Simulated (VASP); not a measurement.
# Os (I4/mmm) in VASP: a series of runs, part 2 of 2

VASP 6.6.1.

## (3) Single point, PBEsol (strain -0.0750 x Voigt [1, 0, 0, 0, 0, 0])

INCAR

```
SYSTEM = Os
PREC = Accurate
ENCUT = 520
EDIFF = 1E-6
ISMEAR = 0
SIGMA = 0.15
LREAL = .FALSE.
LASPH = .TRUE.
NELM = 60
ALGO = Fast
ISIF = 2
LWAVE = .FALSE.
LCHARG = .FALSE.
GGA = PS
NBANDS = 10
```

KPOINTS

```
regular mesh
0
G
  20 20 20
  0 0 0
```

POSCAR

```
Os
1.0
    0.0000000000      1.9450000000      1.9450000000
    1.7991250000      0.0000000000      1.9450000000
    1.7991250000      1.9450000000      0.0000000000
Os
1
Direct
    0.0000000000      0.0000000000      0.0000000000
```

Potentials or basis: VASP PAW PBE potentials, release 64 (Os).

Launch:

```sh
$ cat potpaw_PBE.64/Os/POTCAR > POTCAR
$ mpirun -np 1 vasp_std > vasp.out
```

OUTCAR:

```text
SYSTEM = Os
   PREC = Accurate
   ENCUT = 520
   EDIFF = 1E-6
   ISMEAR = 0
   LREAL = .FALSE.
   LASPH = .TRUE.
   NELM = 60
   ISIF = 2
   GGA = PS

 ion  position               nearest neighbor table
   1  0.000  0.000  0.000-

  LATTYP: Found a body centered tetragonal cell.
 ALAT       =     2.7506453788
 C/A-ratio  =     1.3081475452

  Lattice vectors:

 A1 = (  -1.7991250000,   0.0000000000,  -1.9450000000)
 A2 = (  -1.7991250000,   0.0000000000,   1.9450000000)
[... 493 lines left out ...]

 [... further k-points ...]

------------------------ aborting loop because EDIFF is reached ----------------------------------------

  FORCE on cell =-STRESS in cart. coord.  units (eV):
  Direction    XX          YY          ZZ          XY          YZ          ZX
  --------------------------------------------------------------------------------------
  -------------------------------------------------------------------------------------
  Total        2.8864634      0.2098468      0.2098468      0.0000000      0.0000000     -0.0000000
  in kB      339.7395409     24.6991673     24.6991673      0.0000000      0.0000000     -0.0000000
  external PRESSURE =     129.7126251 kB  Pullay stress =       0.0000000 kB

 VOLUME and BASIS-vectors are now :
 -----------------------------------------------------------------------------
  energy-cutoff  :      520.00
  volume of cell :       13.61
      direct lattice vectors                 reciprocal lattice vectors
     0.000000000  1.945000000  1.945000000    -0.277912874  0.257069409  0.257069409
     1.799125000  0.000000000  1.945000000     0.277912874 -0.257069409  0.257069409
     1.799125000  1.945000000  0.000000000     0.277912874  0.257069409 -0.257069409

 POSITION                                       TOTAL-FORCE (eV/Angst)
 -----------------------------------------------------------------------------------
      0.00000      0.00000      0.00000         0.000000      0.000000      0.000000
 -----------------------------------------------------------------------------------
    total drift:                                0.000000      0.000000     -0.000000

  FREE ENERGIE OF THE ION-ELECTRON SYSTEM (eV)
  ---------------------------------------------------
  free  energy   TOTEN  =       -12.0219190959 eV

  energy  without entropy=      -12.0129439345  energy(sigma->0) =      -12.01743152
```

stdout:

```text
POSCAR found type information on POSCAR Os
 POSCAR found :  1 types and       1 ions
 scaLAPACK will be used
 -----------------------------------------------------------------------------
|                                                                             |
|                                                                             |
|     You enforced a specific xc type in the INCAR file but a different       |
|     I HOPE YOU KNOW WHAT YOU ARE DOING!                                     |
|                                                                             |
 -----------------------------------------------------------------------------

 LDA part: xc-table for (Slater+PW92), standard interpolation
 POSCAR, INCAR and KPOINTS ok, starting setup
 FFT: planning ... GRIDC
 FFT: planning ... GRID_SOFT
 FFT: planning ... GRID
 WAVECAR not read
 entering main loop
```

Run time: 47 s. Hardware: 1 thread of Intel Xeon Platinum 8488C (Sapphire Rapids), shared host; peak memory 0.2 GiB.

Results:

```yaml
Free_energy: -12.0219 eV
Pressure: 13.0 GPa
Band_gap_on_the_k_mesh: zero (band 4 reaches 12.96 eV, above the bottom of band 5 at 7.93 eV)
```

Levels at points of the mesh, in eV from the Fermi level:
| k point | band 1 | band 2 | band 3 | band 4 | band 5 | band 6 | band 7 | band 8 | band 9 |
| --- | --- | --- | --- | --- | --- | --- | --- | --- | --- |
| (0.00, 0.00, 0.00) | -11.16 | -3.49 | -3.49 | -2.40 | -0.75 | 0.68 | 14.32 | 19.25 | 19.25 |
| (0.50, 0.00, 0.00) | -8.03 | -3.95 | -2.68 | -0.27 | 2.17 | 2.94 | 9.40 | 13.65 | 20.10 |
| (0.50, 0.50, 0.00) | -7.99 | -7.11 | 1.81 | 2.41 | 2.68 | 3.76 | 12.06 | 12.33 | 13.56 |
| (0.00, 0.50, 0.50) | -7.93 | -7.33 | 2.50 | 3.31 | 3.31 | 3.58 | 11.50 | 11.50 | 14.16 |

Caveat: the cell differs from its parent crystal (strain -0.0750 x Voigt [1, 0, 0, 0, 0, 0]); the PAW data sets were made with another functional, which shifts forces and pressure a little; spin-orbit coupling is left out, which moves the levels of the heavy elements.

## (4) Single point, PBEsol (strain -0.0500 x Voigt [1, 0, 0, 0, 0, 0])

INCAR

```
PREC = Accurate
ENCUT = 520
EDIFF = 1E-6
ISMEAR = 0
SIGMA = 0.15
LREAL = F
LASPH = T
NELM = 60
ALGO = Normal
ISIF = 2
LWAVE = F
LCHARG = F
GGA = PS
NBANDS = 10
```

KPOINTS

```
regular mesh
0
Gamma
  20 20 20
```

POSCAR

```
Os
1.0
    0.0000000000      1.9450000000      1.9450000000
    1.8477500000      0.0000000000      1.9450000000
    1.8477500000      1.9450000000      0.0000000000
Os
1
Direct
    0.0000000000      0.0000000000      0.0000000000
```

Launch:

```sh
$ cat potpaw_PBE.64/Os/POTCAR > POTCAR
$ mpirun -np 1 vasp_std > vasp.out
```

It took 54 s on 1 thread of Intel Xeon Platinum 8488C (Sapphire Rapids), shared host; peak memory 0.21 GiB.

Results (log left out):

- Free energy: -12.0750 eV
- Pressure: -0.1 GPa
- Band gap on the k mesh: zero (band 4 reaches 12.30 eV, above the bottom of band 5 at 7.74 eV)

Stress tensor (GPa, compression positive):
```
12.57  0.00  0.00
 0.00 -6.38  0.00
 0.00  0.00 -6.38
```

Levels at points of the mesh, in eV from the Fermi level:
| k point | band 1 | band 2 | band 3 | band 4 | band 5 | band 6 | band 7 | band 8 | band 9 |
| --- | --- | --- | --- | --- | --- | --- | --- | --- | --- |
| (0.00, 0.00, 0.00) | -10.91 | -3.26 | -3.26 | -2.55 | -0.47 | 0.47 | 14.29 | 19.46 | 19.46 |
| (0.50, 0.00, 0.00) | -7.77 | -3.59 | -2.80 | -0.27 | 2.21 | 2.69 | 9.01 | 13.72 | 19.99 |
| (0.50, 0.50, 0.00) | -7.69 | -6.89 | 1.94 | 2.38 | 2.76 | 3.47 | 11.83 | 12.20 | 12.95 |
| (0.00, 0.50, 0.50) | -7.64 | -7.01 | 2.40 | 3.08 | 3.17 | 3.17 | 11.64 | 11.64 | 13.19 |

Caveat: the cell differs from its parent crystal (strain -0.0500 x Voigt [1, 0, 0, 0, 0, 0]); the PAW data sets were made with another functional, which shifts forces and pressure a little; spin-orbit coupling is left out, which moves the levels of the heavy elements.

## (5) Single point, PBEsol (strain +0.1000 x Voigt [1, 0, 0, 0, 0, 0])

INCAR

```
  PREC = Accurate
  ENCUT = 520
  EDIFF = 1E-7
  ISMEAR = 0
  SIGMA = 0.15
  LREAL = False
  LASPH = True
  NELM = 80
  ALGO = Normal
  ISIF = 2
  LWAVE = False
  LCHARG = True
  GGA = PS
  LELF = True
  LVHAR = True
  NBANDS = 10
```

KPOINTS

```
Automatic mesh
0
Gamma
  20 20 20
```

POSCAR

```
Os
1.0
    0.0000000000      1.9450000000      1.9450000000
    2.1395000000      0.0000000000      1.9450000000
    2.1395000000      1.9450000000      0.0000000000
Os
1
Direct
    0.0000000000      0.0000000000      0.0000000000
```

Launch:

```sh
$ cat potpaw_PBE.64/Os/POTCAR > POTCAR
$ mpirun -np 1 vasp_std > vasp.out
```

It took 64 s on 1 thread of Intel Xeon Platinum 8488C (Sapphire Rapids), shared host; peak memory 0.23 GiB.

It converged, with:

| Quantity | Value |
| --- | --- |
| Free energy | -11.6697 eV |
| Pressure | -43.0 GPa |
| Band gap on the k mesh | zero (band 4 reaches 9.13 eV, above the bottom of band 5 at 5.79 eV) |

Stress tensor (GPa, compression positive):
```
-59.56   0.00   0.00
  0.00 -34.76   0.00
  0.00   0.00 -34.76
```

Levels at points of the mesh, in eV from the Fermi level:
| k point | band 1 | band 2 | band 3 | band 4 | band 5 | band 6 | band 7 | band 8 | band 9 |
| --- | --- | --- | --- | --- | --- | --- | --- | --- | --- |
| (0.00, 0.00, 0.00) | -9.62 | -3.21 | -2.00 | -2.00 | -0.86 | 0.70 | 14.41 | 17.62 | 20.09 |
| (0.50, 0.00, 0.00) | -6.50 | -3.13 | -1.97 | -0.15 | 1.61 | 2.14 | 7.31 | 13.52 | 18.37 |
| (0.50, 0.50, 0.00) | -6.21 | -5.58 | 1.68 | 1.80 | 2.69 | 3.06 | 10.45 | 10.83 | 11.24 |
| (0.00, 0.50, 0.50) | -6.36 | -5.59 | 0.92 | 1.98 | 2.34 | 2.34 | 8.49 | 12.43 | 12.43 |

Caveat: the cell differs from its parent crystal (strain +0.1000 x Voigt [1, 0, 0, 0, 0, 0]); the PAW data sets were made with another functional, which shifts forces and pressure a little; spin-orbit coupling is left out, which moves the levels of the heavy elements.

## (6) The runs side by side

```tsv
cell	gap on the mesh (eV)	pressure (GPa)
a = 2.751, b = 2.617, c = 2.617 Å, angles 63.4, 58.3, 58.3°, 1 atom	none	28.4
a = 2.751, b = 2.650, c = 2.650 Å, angles 62.5, 58.7, 58.7°, 1 atom	none	13.0
a = 2.751, b = 2.683, c = 2.683 Å, angles 61.7, 59.2, 59.2°, 1 atom	none	-0.1
a = 2.751, b = 2.891, c = 2.891 Å, angles 56.8, 61.6, 61.6°, 1 atom	none	-43.0
```

Alike in all rows: task single point; level PBEsol; potentials or basis VASP PAW PBE potentials, release 64 (Os); no spin polarisation; k mesh 20 × 20 × 20; cutoff (eV) 520; smearing gaussian 0.15 eV.

Caveats: the PAW data sets were made with another functional, which shifts forces and pressure a little; spin-orbit coupling is left out, which moves the levels of the heavy elements.

Total energies depend on the potentials used, so only differences within one code and one set of settings carry meaning.
